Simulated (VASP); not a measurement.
Here is a VASP 6.6.1 calculation.

File INCAR:

```
PREC = Accurate ; ENCUT = 600
EDIFF = 1E-6 ; ISMEAR = 0
SIGMA = 0.1 ; LREAL = F
LASPH = T ; NELM = 80
ALGO = Normal ; ISIF = 3
LWAVE = F ; LCHARG = F
GGA = PS ; IBRION = 2
NSW = 100 ; EDIFFG = -0.005
```

Contents of KPOINTS:

```
Automatic mesh
0
Gamma
  18 18 10
```

File POSCAR:

```
Ti2O
1.0
    2.9542491419      0.0000000000      0.0000000000
   -1.4771245709      2.5584548060      0.0000000000
    0.0000000000      0.0000000000      4.7177196810
Ti O
2 1
Direct
    0.6666666667      0.3333333333      0.2629811557
    0.3333333333      0.6666666667      0.7370188443
    0.0000000000      0.0000000000      0.0000000000
```

Potentials or basis: VASP PAW PBE potentials, release 64 (Ti_sv, O).

Run with:

```console
$ cat potpaw_PBE.64/Ti_sv/POTCAR potpaw_PBE.64/O/POTCAR > POTCAR
$ mpirun -np 1 vasp_std > vasp.out
```

Task: Predict the relaxed cell.

Result: a = 2.952 Å, b = 2.952 Å, c = 4.729 Å, α = 90.00°, β = 90.00°, γ = 120.00°.

Task: Predict the space group after relaxing (to 0.1 Å).

Result: P-3m1 (No. 164).

Final structure:
```
CELL_PARAMETERS angstrom
2.95242 0.00000 0.00000
-1.47621 2.55687 0.00000
0.00000 0.00000 4.72915
ATOMIC_POSITIONS crystal
Ti 0.66667 0.33333 0.26340
Ti 0.33333 0.66667 0.73660
O 0.00000 0.00000 0.00000
```
